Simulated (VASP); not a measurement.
# Hg (P6/mmm) in VASP: notebook

Hg is run at these levels: PBE; tasks: relaxation of shape and atoms at fixed volume, relaxation of cell and atoms.

All numbers are computed with VASP 6.6.1; they aren't measurements. Logs are shortened: lines on timing, memory, paths and dates and some standing lists are left out, and cuts for length are marked.

### Step 1. The cell of the first run

The structure is hexagonal, space group P6/mmm (No. 191). The conventional cell has a = 4.705 Å, b = 4.705 Å, c = 2.768 Å, α = 90.00°, β = 90.00°, γ = 120.00°. Within 3.6 Å of Hg (site symmetry 6/mmm) lie 14 Hg at 2.77 to 3.05 Å. Hg (site symmetry -6m2) has 11 Hg at 2.72 to 3.05 Å within 3.6 Å.

### Step 2. Relaxation of shape and atoms at fixed volume, PBE

Contents of INCAR:

```
ALGO = Normal
EDIFF = 1E-7
EDIFFG = -0.005
ENCUT = 600
GGA = PE
IBRION = 2
ISIF = 4
ISMEAR = -1
LASPH = True
LCHARG = False
LREAL = False
LWAVE = False
NELM = 60
NSW = 50
PREC = Accurate
SIGMA = 0.05
```

Contents of KPOINTS:

```
k-points
0
Gamma
  7 7 10
```

Contents of POSCAR:

```
Hg
1.0
    4.7045663453      0.0000000000      0.0000000000
   -2.3522831726      4.0742739688      0.0000000000
    0.0000000000      0.0000000000      2.7676602784
Hg
3
Direct
    0.0000000000      0.0000000000      0.0000000000
    0.3333333333      0.6666666667      0.5000000000
    0.6666666667      0.3333333333      0.5000000000
```

Potentials or basis: VASP PAW PBE potentials, release 64 (Hg).

Run with:

```sh
$ cat potpaw_PBE.64/Hg/POTCAR > POTCAR
$ mpirun -np 1 vasp_std > vasp.out
```

OUTCAR:

```text
EDIFF = 1E-7
   EDIFFG = -0.005
   ENCUT = 600
   GGA = PE
   IBRION = 2
   ISIF = 4
   ISMEAR = -1
   LASPH = True
   LREAL = False
   NELM = 60
   NSW = 50
   PREC = Accurate

 ion  position               nearest neighbor table
   1  0.000  0.000  0.000-   2 3.05   3 3.05   2 3.05   3 3.05   2 3.05   2 3.05   3 3.05   3 3.05
                             3 3.05   3 3.05   2 3.05   2 3.05
   2  0.333  0.667  0.500-   3 2.72   3 2.72   3 2.72   1 3.05   1 3.05   1 3.05   1 3.05   1 3.05
                             1 3.05
   3  0.667  0.333  0.500-   2 2.72   2 2.72   2 2.72   1 3.05   1 3.05   1 3.05   1 3.05   1 3.05
                             1 3.05

  LATTYP: Found a hexagonal cell.
 ALAT       =     4.7045663453
 C/A-ratio  =     0.5882923261

  Lattice vectors:

 A1 = (   4.7045663453,   0.0000000000,   0.0000000000)
 A2 = (  -2.3522831726,   4.0742739688,   0.0000000000)
 A3 = (   0.0000000000,   0.0000000000,   2.7676602784)

Analysis of symmetry for initial positions (statically):
=====================================================================
 Subroutine PRICEL returns:
 Original cell was already a primitive cell.

 Routine SETGRP: Setting up the symmetry group for a
 hexagonal supercell.

 Subroutine GETGRP returns: Found 24 space group operations
 (whereof 24 operations were pure point group operations)
 out of a pool of 24 trial point group operations.

The static configuration has the point symmetry D_6h.

Analysis of symmetry for dynamics (positions and initial velocities):
=====================================================================
 Subroutine PRICEL returns:
 Original cell was already a primitive cell.

 Routine SETGRP: Setting up the symmetry group for a
 hexagonal supercell.

 Subroutine GETGRP returns: Found 24 space group operations
 (whereof 24 operations were pure point group operations)
 out of a pool of 24 trial point group operations.

The dynamic configuration has the point symmetry D_6h.

 Subroutine INISYM returns: Found 24 space group operations
 (whereof 24 operations are pure point group operations),
 and found     1 'primitive' translations

----------------------------------------------------------------------------------------

                                     Primitive cell

  volume of cell :      53.0497

  direct lattice vectors                    reciprocal lattice vectors
     4.704566345  0.000000000  0.000000000     0.212559443  0.122721251  0.000000000
    -2.352283173  4.074273969  0.000000000     0.000000000  0.245442503  0.000000000
     0.000000000  0.000000000  2.767660278     0.000000000  0.000000000  0.361316021

  length of vectors
     4.704566345  4.704566345  2.767660278     0.245442503  0.245442503  0.361316021

  position of ions in fractional coordinates (direct lattice)
     0.000000000  0.000000000  0.000000000
     0.333333333  0.666666667  0.500000000
     0.666666667  0.333333333  0.500000000

  ion indices of the primitive-cell ions
   primitive index   ion index
                 1           1
                 2           2
                 3           3

----------------------------------------------------------------------------------------

 KPOINTS: k-points

Automatic generation of k-mesh.
 Grid dimensions read from file:
 generate k-points for:    7    7   10

 Generating k-lattice:

  Cartesian coordinates                     Fractional coordinates (reciprocal lattice)
     0.030365635  0.017531607  0.000000000     0.142857143  0.000000000  0.000000000
     0.000000000  0.035063215  0.000000000     0.000000000  0.142857143  0.000000000
     0.000000000  0.000000000  0.036131602     0.000000000  0.000000000  0.100000000

  Length of vectors
     0.035063215  0.035063215  0.036131602

  Shift w.r.t. Gamma in fractional coordinates (k-lattice)
     0.000000000  0.000000000  0.000000000

 Subroutine IBZKPT returns following result:
 ===========================================

 Found     48 irreducible k-points:

 Following reciprocal coordinates:
            Coordinates               Weight
  0.000000  0.000000  0.000000      1.000000
  0.142857  0.000000  0.000000      6.000000
  0.285714  0.000000  0.000000      6.000000
  0.428571  0.000000  0.000000      6.000000
  0.142857  0.142857  0.000000      6.000000
  0.285714  0.142857  0.000000     12.000000
[... 16 lines left out ...]
  0.428571  0.142857  0.200000     12.000000
  0.285714  0.285714  0.200000     12.000000
 [... further k-points ...]
   k-points           NKPTS =     48   k-points in BZ     NKDIM =     48   number of bands    NBANDS=     22
   number of dos      NEDOS =    301   number of ions     NIONS =      3
   total plane-waves  NPLWV =  38400
   dimension x,y,z NGX =    40 NGY =   40 NGZ =   24
   dimension x,y,z NGXF=    80 NGYF=   80 NGZF=   48
   ions per type =               3
   NGX,Y,Z   is equivalent  to a cutoff of  14.13, 14.13, 14.42 a.u.
   NGXF,Y,Z  is equivalent  to a cutoff of  28.27, 28.27, 28.83 a.u.
 SYSTEM =  unknown system
   PREC   = accura    normal or accurate (medium, high low for compatibility)
   ISTART =      0    job   : 0-new  1-cont  2-samecut
   ICHARG =      2    charge: 1-file 2-atom 10-const
   ISPIN  =      1    spin polarized calculation?
   LNONCOLLINEAR =      F non collinear calculations
   LSORBIT =      F    spin-orbit coupling
   LASPH  =      T    aspherical Exc in radial PAW
   ENCUT  =  600.0 eV  44.10 Ry    6.64 a.u.   9.40  9.40  5.53*2*pi/ulx,y,z
   NELM   =     60;   NELMIN=  2; NELMDL= -5     # of ELM steps
   EDIFF  = 0.1E-06   stopping-criterion for ELM
   LREAL  =      F    real-space projection
   EDIFFG = -.5E-02   stopping-criterion for IOM
   NSW    =     50    number of steps for IOM
   IBRION =      2    ionic relax: 0-MD 1-quasi-New 2-CG
   NFREE  =      1    steps in history (QN), initial steepest desc. (CG)
   ISIF   =      4    stress and relaxation
   ISYM   =      2    0-nonsym 1-usesym 2-fastsym
   POTIM  = 0.5000    time-step for ionic-motion
   TEBEG  =    0.0;   TEEND  =   0.0 temperature during run
   PSTRESS=    0.0 pullay stress
   NELECT =      36.0000    total number of electrons
   NUPDOWN=      -1.0000    fix difference up-down
   EMIN   =  10.00;   EMAX   =-10.00  energy-range for DOS
   EFERMI =   0.00;   METHOD = LEGACY
   ISMEAR =    -1;   SIGMA  =   0.05  broadening in eV -4-tet -1-fermi 0-gaus
   EFERMI_NEDOS =   21; number of points for ismear=-14 and -15
   IALGO  =     38    algorithm
   IMIX   =      4    mixing-type and parameters
     AMIX     =   0.40;   BMIX     =  1.00
     AMIX_MAG =   1.60;   BMIX_MAG =  1.00
  volume/ion in A,a.u.               =      17.68       119.33
  Fermi-wavevector in a.u.,A,eV,Ry     =   1.438627  2.718610 28.159256  2.069647
  Thomas-Fermi vector in A             =   2.557573
   LORBIT       =      0    0 simple, 1 ext, 2 COOP (PROOUT), +10 PAW based schemes
   GGA     = PE    functional components
   LHFCALC =     F    Hartree Fock is set to
   AEXX    =    0.0000 exact exchange contribution
   IVDW    =     0    specifies the selected vdW correction
   LEPSILON=     F    determine dielectric tensor
   LRPA    =     F    only Hartree local field effects (RPA)
 conjugate gradient relaxation of ions
 non-spin polarized calculation
  energy-cutoff  :      600.00
  volume of cell :       53.05
 maximum number of plane-waves:      1800
 NGX is ok and might be reduce to    40
   NGX = 19   NGY = 19   NGZ = 11

--------------------------------------- Ionic step        1  -------------------------------------------

 number of electron      36.0000003 magnetization

 Free energy of the ion-electron system (eV)
  ---------------------------------------------------
  ext. energy  EPLUGINS =         0.00000000
  ---------------------------------------------------
  free energy    TOTEN  =         1.87080968 eV

  energy without entropy =        1.87716598  energy(sigma->0) =        1.87398783

------------------------ aborting loop because EDIFF is reached ----------------------------------------

  FORCE on cell =-STRESS in cart. coord.  units (eV):
  Direction    XX          YY          ZZ          XY          YZ          ZX
  --------------------------------------------------------------------------------------
  -------------------------------------------------------------------------------------
  Total       14.6369397     14.6369397     13.6788130      0.0000000      0.0000000      0.0000000
  in kB      442.0569872    442.0569872    413.1201577      0.0000000      0.0000000      0.0000000
  external PRESSURE =     432.4113774 kB  Pullay stress =       0.0000000 kB
[... 59 lines left out ...]
  energy  without entropy=        1.8743030988  energy(sigma->0) =        1.87050728

--------------------------------------- Ionic step        3  -------------------------------------------

 number of electron      36.0000004 magnetization

 Free energy of the ion-electron system (eV)
  ---------------------------------------------------
  ext. energy  EPLUGINS =         0.00000000
  ---------------------------------------------------
  free energy    TOTEN  =         1.86660125 eV

  energy without entropy =        1.87388183  energy(sigma->0) =        1.87024154

 E-fermi :   5.8486     XC(G=0): -12.5131

 val. band max:        5.8398879160   @ k =   0.4286   0.0000   0.5000
 cond. band min:       5.8505512611   @ k =   0.2857   0.2857   0.5000
 fundamental gap:      0.0106633451
 Fermi energy:         5.8485568125

 k-point     1 :       0.0000    0.0000    0.0000
  band No.  band energies     occupation
      1      -6.2991      2.00000
      2      -4.5587      2.00000
      3      -3.6312      2.00000
      4      -3.3050      2.00000
      5      -2.8444      2.00000
      6      -2.8444      2.00000
[... 574 lines left out ...]
      6      -3.0081      2.00000
[... 14 lines left out ...]
     21      13.0108      0.00000
     22      13.9974      0.00000

 [... further k-points ...]

------------------------ aborting loop because EDIFF is reached ----------------------------------------

  FORCE on cell =-STRESS in cart. coord.  units (eV):
  Direction    XX          YY          ZZ          XY          YZ          ZX
  --------------------------------------------------------------------------------------
  -------------------------------------------------------------------------------------
  Total       14.3019144     14.3019144     14.3087565      0.0000000      0.0000000      0.0000000
  in kB      431.9387338    431.9387338    432.1453744      0.0000000      0.0000000      0.0000000
  external PRESSURE =     432.0076140 kB  Pullay stress =       0.0000000 kB
[... 18 lines left out ...]
  FREE ENERGIE OF THE ION-ELECTRON SYSTEM (eV)
  ---------------------------------------------------
  free  energy   TOTEN  =         1.8666012467 eV

  energy  without entropy=        1.8738818326  energy(sigma->0) =        1.87024154

 reached required accuracy - stopping structural energy minimisation
```

Run time: 2.5 min. Hardware: 1 thread of Intel Xeon 8259CL, shared host; peak memory 0.22 GiB.

What came out:

```
Free energy               : 1.8666 eV
Energy gained by relaxing : 1.4 meV/atom
Ionic steps               : 3
Pressure after relaxing   : 43.2 GPa
Band gap on the k mesh    : zero (bands 18 and 19 overlap by 4.66 eV)
```

The path:
```tsv
step	energy change (eV)	largest force (eV/Å)	pressure (GPa)	volume (Å³)
1	0.0000	0.0000	43.24	53.05
2	-0.0041	0.0000	43.19	53.05
3	-0.0042	0.0000	43.20	53.05
```

Final structure:
```
Hg
1.0
     4.72546    0.00000    0.00000
    -2.36273    4.09237    0.00000
     0.00000    0.00000    2.74324
Hg
3
Direct
  0.00000 0.00000 0.00000
  0.33333 0.66667 0.50000
  0.66667 0.33333 0.50000
```

Caveat: spin-orbit coupling is left out, which moves the levels of the heavy elements.

### Step 3. Relaxation of shape and atoms at fixed volume, PBE

This run uses another cell than the first one, of 20.04 Å³/atom.

Contents of INCAR:

```
PREC = Accurate
ENCUT = 600
EDIFF = 1E-6
ISMEAR = -1
SIGMA = 0.05
LREAL = F
LASPH = T
NELM = 100
ALGO = Normal
ISIF = 4
LWAVE = F
LCHARG = F
GGA = PE
IBRION = 2
NSW = 50
EDIFFG = -0.005
```

Contents of KPOINTS:

```
regular mesh
0
Gamma
  7 7 10
```

Contents of POSCAR:

```
Hg
1.0
    4.9049978149      0.0000000000      0.0000000000
   -2.4524989074      4.2478527132      0.0000000000
    0.0000000000      0.0000000000      2.8855725739
Hg
3
Direct
    0.0000000000      0.0000000000      0.0000000000
    0.3333333333      0.6666666667      0.5000000000
    0.6666666667      0.3333333333      0.5000000000
```

Potentials or basis: VASP PAW PBE potentials, release 64 (Hg).

Run with:

```sh
$ cat potpaw_PBE.64/Hg/POTCAR > POTCAR
$ mpirun -np 1 vasp_std > vasp.out
```

It took 2.2 min on 1 thread of Intel Xeon 8259CL, shared host; peak memory 0.23 GiB.

Results (log left out):

| Property | Result |
| --- | --- |
| Free energy | 0.5203 eV |
| Energy gained by relaxing | 0.5 meV/atom |
| Ionic steps | 3 |
| Pressure after relaxing | 20.6 GPa |
| Band gap on the k mesh | zero (bands 18 and 19 overlap by 4.93 eV) |

Step by step:
```tsv
step	energy change (eV)	largest force (eV/Å)	pressure (GPa)	volume (Å³)
1	0.0000	0.0000	20.66	60.12
2	-0.0012	0.0000	20.62	60.12
3	-0.0014	0.0000	20.60	60.12
```

Final structure:
```
Hg
1.0
     4.92296    0.00000    0.00000
    -2.46148    4.26341    0.00000
     0.00000    0.00000    2.86456
Hg
3
Direct
  0.00000 0.00000 0.00000
  0.33333 0.66667 0.50000
  0.66667 0.33333 0.50000
```

Levels at points of the mesh, in eV from the Fermi level:
```
           k point  band 16  band 17  band 18  band 19  band 20  band 21
(0.00, 0.00, 0.00)    -6.06    -0.92    -0.39     1.75     1.75     1.78
(0.00, 0.00, 0.50)    -3.20    -3.14     3.72     3.76     4.33     4.42
```

Caveat: spin-orbit coupling is left out, which moves the levels of the heavy elements.

(Continued in part 2 of 2.)
